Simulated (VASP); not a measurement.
# Li (Im-3m) in VASP: notebook

Li is run at these levels: LDA; tasks: single point, relaxation of cell and atoms.

All numbers are computed with VASP 6.6.1; they aren't measurements. Logs are shortened: lines on timing, memory, paths and dates and some standing lists are left out, and cuts for length are marked.

### Step 1. The cell of the first run

The structure is cubic, space group Im-3m (No. 229). Conventional cell: a = 3.369 Å, b = 3.369 Å, c = 3.369 Å, α = 90.00°, β = 90.00°, γ = 90.00°. Li (site symmetry m-3m) has 14 Li at 2.92 to 3.37 Å within 3.8 Å.

### Step 2. Single point, LDA, collinear spin, zero start

The input, INCAR:

```
  ALGO = Normal
  EDIFF = 1E-7
  ENCUT = 520
  ISIF = 2
  ISMEAR = 0
  ISPIN = 2
  LASPH = T
  LCHARG = T
  LELF = T
  LORBIT = 11
  LREAL = F
  LVHAR = T
  LWAVE = F
  MAGMOM = 0 0
  NBANDS = 14
  NELM = 150
  PREC = Accurate
  SIGMA = 0.1
```

The input, KPOINTS:

```
k-points
0
Gamma
  7 7 7
```

The input, POSCAR:

```
Li
1.0
    3.3688058950      0.0000000000      0.0000000000
    0.0000000000      3.3688058950      0.0000000000
    0.0000000000      0.0000000000      3.3688058950
Li
2
Direct
    0.0000000000      0.0000000000      0.0000000000
    0.5000000000      0.5000000000      0.5000000000
```

Potentials or basis: VASP PAW LDA potentials, release 64 (Li_sv).

Run with:

```bash
$ cat potpaw_LDA.64/Li_sv/POTCAR > POTCAR
$ mpirun -np 1 vasp_std > vasp.out
```

OUTCAR:

```text
EDIFF = 1E-7
   ENCUT = 520
   ISIF = 2
   ISMEAR = 0
   ISPIN = 2
   LASPH = T
   LORBIT = 11
   LREAL = F
   NELM = 150
   PREC = Accurate

 ion  position               nearest neighbor table
   1  0.000  0.000  0.000-
   2  0.500  0.500  0.500-

  LATTYP: Found a simple cubic cell.
 ALAT       =     3.3688058950

  Lattice vectors:

 A1 = (   3.3688058950,   0.0000000000,   0.0000000000)
 A2 = (   0.0000000000,   3.3688058950,   0.0000000000)
 A3 = (   0.0000000000,   0.0000000000,   3.3688058950)

Analysis of symmetry for initial positions (statically):
=====================================================================
 Subroutine PRICEL returns following result:

  LATTYP: Found a body centered cubic cell.
 ALAT       =     3.3688058950
[... 12 lines left out ...]
 Subroutine GETGRP returns: Found 48 space group operations
 (whereof 48 operations were pure point group operations)
 out of a pool of 48 trial point group operations.

The static configuration has the point symmetry O_h .

Analysis of symmetry for dynamics (positions and initial velocities):
=====================================================================
 Subroutine PRICEL returns following result:

  LATTYP: Found a body centered cubic cell.
 ALAT       =     3.3688058950
[... 12 lines left out ...]
 Subroutine GETGRP returns: Found 48 space group operations
 (whereof 48 operations were pure point group operations)
 out of a pool of 48 trial point group operations.

The dynamic configuration has the point symmetry O_h .

Analysis of structural, dynamic, and magnetic symmetry:
=====================================================================
 Subroutine PRICEL returns following result:

  LATTYP: Found a body centered cubic cell.
 ALAT       =     3.3688058950
[... 12 lines left out ...]
 Subroutine GETGRP returns: Found 48 space group operations
 (whereof 48 operations were pure point group operations)
 out of a pool of 48 trial point group operations.

The overall configuration has the point symmetry O_h .

 Subroutine INISYM returns: Found 48 space group operations
 (whereof 48 operations are pure point group operations),
 and found     2 'primitive' translations

----------------------------------------------------------------------------------------

                                     Primitive cell

  volume of cell :      19.1160

  direct lattice vectors                    reciprocal lattice vectors
     1.684402947  1.684402948 -1.684402947     0.296841086  0.296841086  0.000000000
    -1.684402947  1.684402947  1.684402947    -0.000000000  0.296841086  0.296841086
     1.684402947 -1.684402947  1.684402948     0.296841086  0.000000000  0.296841086

  length of vectors
     2.917471485  2.917471485  2.917471485     0.419796690  0.419796690  0.419796690

  position of ions in fractional coordinates (direct lattice)
     0.000000000  0.000000000  0.000000000

  ion indices of the primitive-cell ions
   primitive index   ion index
                 1           1

----------------------------------------------------------------------------------------

 KPOINTS: k-points

Automatic generation of k-mesh.
 Grid dimensions read from file:
 generate k-points for:    7    7    7

 Generating k-lattice:

  Cartesian coordinates                     Fractional coordinates (reciprocal lattice)
     0.042405869  0.000000000  0.000000000     0.142857143  0.000000000  0.000000000
     0.000000000  0.042405869  0.000000000     0.000000000  0.142857143  0.000000000
     0.000000000  0.000000000  0.042405869     0.000000000  0.000000000  0.142857143

  Length of vectors
     0.042405869  0.042405869  0.042405869

  Shift w.r.t. Gamma in fractional coordinates (k-lattice)
     0.000000000  0.000000000  0.000000000

 Subroutine IBZKPT returns following result:
 ===========================================

 Found     20 irreducible k-points:

 Following reciprocal coordinates:
            Coordinates               Weight
  0.000000  0.000000  0.000000      1.000000
  0.142857  0.000000  0.000000      6.000000
  0.285714  0.000000  0.000000      6.000000
[... 27 lines left out ...]
   ISTART =      0    job   : 0-new  1-cont  2-samecut
   ICHARG =      2    charge: 1-file 2-atom 10-const
   ISPIN  =      2    spin polarized calculation?
   LNONCOLLINEAR =      F non collinear calculations
   LSORBIT =      F    spin-orbit coupling
   LASPH  =      T    aspherical Exc in radial PAW
   ENCUT  =  520.0 eV  38.22 Ry    6.18 a.u.   6.26  6.26  6.26*2*pi/ulx,y,z
   NELM   =    150;   NELMIN=  2; NELMDL= -5     # of ELM steps
   EDIFF  = 0.1E-06   stopping-criterion for ELM
   LREAL  =      F    real-space projection
   EDIFFG = 0.1E-05   stopping-criterion for IOM
   NSW    =      0    number of steps for IOM
   IBRION =     -1    ionic relax: 0-MD 1-quasi-New 2-CG
   NFREE  =      0    steps in history (QN), initial steepest desc. (CG)
   ISIF   =      2    stress and relaxation
   ISYM   =      2    0-nonsym 1-usesym 2-fastsym
   POTIM  = 0.5000    time-step for ionic-motion
   TEBEG  =    0.0;   TEEND  =   0.0 temperature during run
   PSTRESS=    0.0 pullay stress
   NELECT =       6.0000    total number of electrons
   NUPDOWN=      -1.0000    fix difference up-down
   EMIN   =  10.00;   EMAX   =-10.00  energy-range for DOS
   EFERMI =   0.00;   METHOD = LEGACY
   ISMEAR =     0;   SIGMA  =   0.10  broadening in eV -4-tet -1-fermi 0-gaus
   EFERMI_NEDOS =   21; number of points for ismear=-14 and -15
   IALGO  =     38    algorithm
   IMIX   =      4    mixing-type and parameters
     AMIX     =   0.40;   BMIX     =  1.00
     AMIX_MAG =   1.60;   BMIX_MAG =  1.00
  volume/ion in A,a.u.               =      19.12       129.00
  Fermi-wavevector in a.u.,A,eV,Ry     =   0.883045  1.668712 10.609382  0.779768
  Thomas-Fermi vector in A             =   2.003758
   LORBIT       =     11    0 simple, 1 ext, 2 COOP (PROOUT), +10 PAW based schemes
   GGA     = CA    functional components
   LHFCALC =     F    Hartree Fock is set to
   AEXX    =    0.0000 exact exchange contribution
   IVDW    =     0    specifies the selected vdW correction
   LEPSILON=     F    determine dielectric tensor
   LRPA    =     F    only Hartree local field effects (RPA)
 spin polarized calculation
 Gauss-broadening in eV      SIGMA  =   0.10
  energy-cutoff  :      520.00
  volume of cell :       38.23
 maximum number of plane-waves:      1040
 NGX is ok and might be reduce to    28
   NGX = 13   NGY = 13   NGZ = 13

 number of electron       5.9999978 magnetization      -0.0000165

 number of electron       5.9999978 magnetization       0.0000029

 Free energy of the ion-electron system (eV)
  ---------------------------------------------------
  ext. energy  EPLUGINS =         0.00000000
  ---------------------------------------------------
  free energy    TOTEN  =        -4.07264553 eV

  energy without entropy =       -4.06466175  energy(sigma->0) =       -4.06865364

 E-fermi :   0.7375     XC(G=0):  -7.2935

 val. band max:        0.7184679189   @ k =   0.4286   0.4286   0.1429
 cond. band min:       0.7403547804   @ k =   0.4286   0.1429   0.1429
 fundamental gap:      0.0218868616
 Fermi energy:         0.7375022043

 spin component 1

 k-point     1 :       0.0000    0.0000    0.0000
  band No.  band energies     occupation
      1     -44.7639      1.00000
      2     -44.7181      1.00000
      3      -2.7965      1.00000
      4       6.4131      0.00000
      5       6.4131      0.00000
      6       6.4131      0.00000
      7       8.8837      0.00000
      8       8.8837      0.00000
      9      15.0848      0.00000
     10      15.7260      0.00000
     11      15.7260      0.00000
     12      15.7260      0.00000
     13      20.8749      0.00000
     14      20.8749      0.00000
[... 308 lines left out ...]
  band No.  band energies     occupation
      1     -44.7350      1.00000
      2     -44.7345      1.00000
      3       2.4398      0.00000
      4       3.5117      0.00000
      5       3.5117      0.00000
      6       5.3654      0.00000
      7       5.3654      0.00000
      8       6.0111      0.00000
      9       9.8639      0.00000
     10       9.9618      0.00000
     11      23.2811      0.00000
     12      23.7855      0.00000
     13      23.7855      0.00000
     14      24.8077      0.00000
 Fermi energy:         0.7375022043

 spin component 2

 k-point     1 :       0.0000    0.0000    0.0000
  band No.  band energies     occupation
      1     -44.7639      1.00000
      2     -44.7181      1.00000
      3      -2.7965      1.00000
      4       6.4131      0.00000
      5       6.4131      0.00000
      6       6.4131      0.00000
      7       8.8837      0.00000
      8       8.8837      0.00000
      9      15.0849      0.00000
     10      15.7260      0.00000
     11      15.7260      0.00000
     12      15.7260      0.00000
     13      20.8749      0.00000
     14      20.8749      0.00000
[... 309 lines left out ...]
      1     -44.7349      1.00000
      2     -44.7344      1.00000
      3       2.4398      0.00000
      4       3.5117      0.00000
      5       3.5117      0.00000
      6       5.3654      0.00000
      7       5.3654      0.00000
      8       6.0111      0.00000
      9       9.8639      0.00000
     10       9.9618      0.00000
     11      23.2811      0.00000
     12      23.7855      0.00000
     13      23.7855      0.00000
     14      24.8077      0.00000

------------------------ aborting loop because EDIFF is reached ----------------------------------------

  FORCE on cell =-STRESS in cart. coord.  units (eV):
  Direction    XX          YY          ZZ          XY          YZ          ZX
  --------------------------------------------------------------------------------------
  -------------------------------------------------------------------------------------
  Total       -0.0285685     -0.0285685     -0.0285685     -0.0000000      0.0000000     -0.0000000
  in kB       -1.1972111     -1.1972111     -1.1972111     -0.0000000      0.0000000     -0.0000000
  external PRESSURE =      -1.1972111 kB  Pullay stress =       0.0000000 kB

 VOLUME and BASIS-vectors are now :
 -----------------------------------------------------------------------------
  energy-cutoff  :      520.00
  volume of cell :       38.23
      direct lattice vectors                 reciprocal lattice vectors
     3.368805895  0.000000000  0.000000000     0.296841086  0.000000000  0.000000000
     0.000000000  3.368805895  0.000000000     0.000000000  0.296841086  0.000000000
     0.000000000  0.000000000  3.368805895     0.000000000  0.000000000  0.296841086

 POSITION                                       TOTAL-FORCE (eV/Angst)
 -----------------------------------------------------------------------------------
      0.00000      0.00000      0.00000         0.000000     -0.000000      0.000000
      1.68440      1.68440      1.68440        -0.000000      0.000000     -0.000000
 -----------------------------------------------------------------------------------
    total drift:                                0.000000      0.000000      0.000000

  FREE ENERGIE OF THE ION-ELECTRON SYSTEM (eV)
  ---------------------------------------------------
  free  energy   TOTEN  =        -4.0726455276 eV

  energy  without entropy=       -4.0646617494  energy(sigma->0) =       -4.06865364

 total charge

# of ion       s       p       d       tot
------------------------------------------
    1        2.034   0.053   0.000   2.087
    2        2.034   0.053   0.000   2.087
--------------------------------------------------
tot          4.068   0.106   0.000   4.174

 magnetization (x)

# of ion       s       p       d       tot
------------------------------------------
    1       -0.000  -0.000   0.000  -0.000
    2       -0.000  -0.000   0.000  -0.000
--------------------------------------------------
tot         -0.000  -0.000   0.000  -0.000
```

Wall time 14 s (1 thread of Intel Xeon Platinum 8488C (Sapphire Rapids), shared host); peak memory 0.14 GiB.

Results:

```
Free energy                                           : -4.0726 eV
Band gap on the k mesh                                : zero (filled and empty bands overlap)
Net moment                                            : 0.00 μB per cell
Valence electrons inside the program's atomic spheres : Li 2.09
```

Caveat: the cutoff is under 1.25 times the usual one of these potentials, so pressure, stress and relaxed cells hold a basis-set (Pulay) error.

### Step 3. Relaxation of cell and atoms, LDA, collinear spin, zero start

This run uses another cell than the first one, of 21.62 Å³/atom.

The input, INCAR:

```
PREC = Accurate
ENCUT = 600
EDIFF = 1E-6
ISMEAR = 0
SIGMA = 0.1
LREAL = False
LASPH = True
NELM = 150
ALGO = Normal
ISIF = 3
LWAVE = False
LCHARG = False
ISPIN = 2
MAGMOM = 0 0
LORBIT = 11
IBRION = 2
NSW = 80
EDIFFG = -0.01
```

The input, KPOINTS:

```
regular mesh
0
Gamma
  7 7 7
```

The input, POSCAR:

```
Li
1.0
    3.5100000000      0.0000000000      0.0000000000
    0.0000000000      3.5100000000      0.0000000000
    0.0000000000      0.0000000000      3.5100000000
Li
2
Direct
    0.0000000000      0.0000000000      0.0000000000
    0.5000000000      0.5000000000      0.5000000000
```

Potentials or basis: VASP PAW LDA potentials, release 64 (Li_sv).

Run with:

```bash
$ cat potpaw_LDA.64/Li_sv/POTCAR > POTCAR
$ mpirun -np 1 vasp_std > vasp.out
```

OUTCAR:

```text
PREC = Accurate
   ENCUT = 600
   EDIFF = 1E-6
   ISMEAR = 0
   LREAL = False
   LASPH = True
   NELM = 150
   ISIF = 3
   ISPIN = 2
   LORBIT = 11
   IBRION = 2
   NSW = 80
   EDIFFG = -0.01

 ion  position               nearest neighbor table
   1  0.000  0.000  0.000-
   2  0.500  0.500  0.500-

  LATTYP: Found a simple cubic cell.
 ALAT       =     3.5100000000

  Lattice vectors:

 A1 = (   3.5100000000,   0.0000000000,   0.0000000000)
 A2 = (   0.0000000000,   3.5100000000,   0.0000000000)
 A3 = (   0.0000000000,   0.0000000000,   3.5100000000)

Analysis of symmetry for initial positions (statically):
=====================================================================
 Subroutine PRICEL returns following result:

  LATTYP: Found a body centered cubic cell.
 ALAT       =     3.5100000000
[... 343 lines left out ...]
      1     -44.6723      1.00000
      2     -44.6241      1.00000
      3      -2.7667      1.00000
      4       6.5364      0.00000
      5       6.5364      0.00000
      6       6.5364      0.00000
      7       9.0248      0.00000
[... 181 lines left out ...]
 k-point    20 :       0.4286    0.4286    0.4286
  band No.  band energies     occupation
      1     -44.6417      1.00000
      2     -44.6412      1.00000
      3       2.5108      0.00000
      4       3.5936      0.00000
      5       3.5936      0.00000
      6       5.4707      0.00000
      7       5.4707      0.00000
 Fermi energy:         0.7915627927

 spin component 2

 k-point     1 :       0.0000    0.0000    0.0000
  band No.  band energies     occupation
      1     -44.6723      1.00000
      2     -44.6241      1.00000
      3      -2.7667      1.00000
      4       6.5364      0.00000
      5       6.5364      0.00000
      6       6.5364      0.00000
      7       9.0248      0.00000
[... 217 lines left out ...]
  FREE ENERGIE OF THE ION-ELECTRON SYSTEM (eV)
  ---------------------------------------------------
  free  energy   TOTEN  =        -4.0782042442 eV

  energy  without entropy=       -4.0702544463  energy(sigma->0) =       -4.07422935

 reached required accuracy - stopping structural energy minimisation

 total charge

# of ion       s       p       d       tot
------------------------------------------
    1        2.035   0.054   0.000   2.090
    2        2.035   0.054   0.000   2.090
--------------------------------------------------
tot          4.071   0.108   0.000   4.179

 magnetization (x)

# of ion       s       p       d       tot
------------------------------------------
    1       -0.000   0.000   0.000   0.000
    2       -0.000   0.000   0.000   0.000
--------------------------------------------------
tot         -0.000   0.000   0.000   0.000
```

OSZICAR:

```text
N       E                     dE             d eps       ncg     rms          rms(c)
DAV:   1     0.496066088675E+01    0.49607E+01   -0.27343E+03   560   0.844E+02
[... 28 lines left out ...]
DAV:   1    -0.408402685335E+01   -0.74583E-02   -0.20338E-01   910   0.493E+00    0.912E-01
DAV:   2    -0.408074961593E+01    0.32772E-02   -0.15873E-02   616   0.139E+00    0.574E-01
DAV:   3    -0.407833905679E+01    0.24106E-02   -0.89819E-03  1106   0.590E-01    0.141E-01
DAV:   4    -0.407818985547E+01    0.14920E-03   -0.24104E-04   714   0.202E-01    0.246E-02
DAV:   5    -0.407820610611E+01   -0.16251E-04   -0.11901E-04   840   0.925E-02    0.139E-02
DAV:   6    -0.407820423283E+01    0.18733E-05   -0.33610E-06   532   0.248E-02    0.127E-03
DAV:   7    -0.407820424423E+01   -0.11402E-07   -0.79540E-07   294   0.108E-02
   4 F= -.40782042E+01 E0= -.40742293E+01  d E =-.315479E-01  mag=    -0.0000
```

CONTCAR:

```text
Li
   1.00000000000000
     3.3480932307576885   -0.0000000000000000   -0.0000000000000000
    -0.0000000000000000    3.3480932307576885   -0.0000000000000000
    -0.0000000000000000   -0.0000000000000000    3.3480932307576885
  Li
     2
Direct
     1.0000000000000000    0.0000000000000000    1.0000000000000000
     0.5000000000000000    0.5000000000000000    0.5000000000000000

  0.00000000E+00  0.00000000E+00  0.00000000E+00
  0.00000000E+00  0.00000000E+00  0.00000000E+00
```

Run time: 25 s. Hardware: 1 thread of Intel Xeon Platinum 8488C (Sapphire Rapids), shared host; peak memory 0.14 GiB.

What came out:

- Free energy: -4.0782 eV
- Relaxed volume: 18.77 Å³/atom
- Relaxed cell: a = 3.348 Å, b = 3.348 Å, c = 3.348 Å, α = 90.00°, β = 90.00°, γ = 90.00°
- Space group after relaxing (to 0.1 Å): Im-3m (No. 229)
- Energy gained by relaxing: 15.8 meV/atom
- Ionic steps: 4
- Pressure after relaxing: 0.0 GPa
- Band gap on the k mesh: zero (filled and empty bands overlap)
- Net moment: 0.00 μB per cell
- Valence electrons inside the program's atomic spheres: Li 2.09

Step by step:
```csv
step,energy change (eV),largest force (eV/Å),pressure (GPa),volume (Å³)
1,0.0000,0.0000,-1.63,43.24
2,-0.0126,0.0000,-1.33,41.88
3,-0.0299,0.0000,-0.44,38.83
4,-0.0315,0.0000,0.05,37.53
```

Final structure:
```xyz
2
Lattice="3.3481 0.0000 0.0000 0.0000 3.3481 0.0000 0.0000 0.0000 3.3481" Properties=species:S:1:pos:R:3 pbc="T T T"
Li    3.3481    0.0000    3.3481
Li    1.6740    1.6740    1.6740
```

Caveat: the cutoff is under 1.25 times the usual one of these potentials, so pressure, stress and relaxed cells hold a basis-set (Pulay) error.

The gap in the log of VASP goes by the Fermi energy; the results here count the filled bands.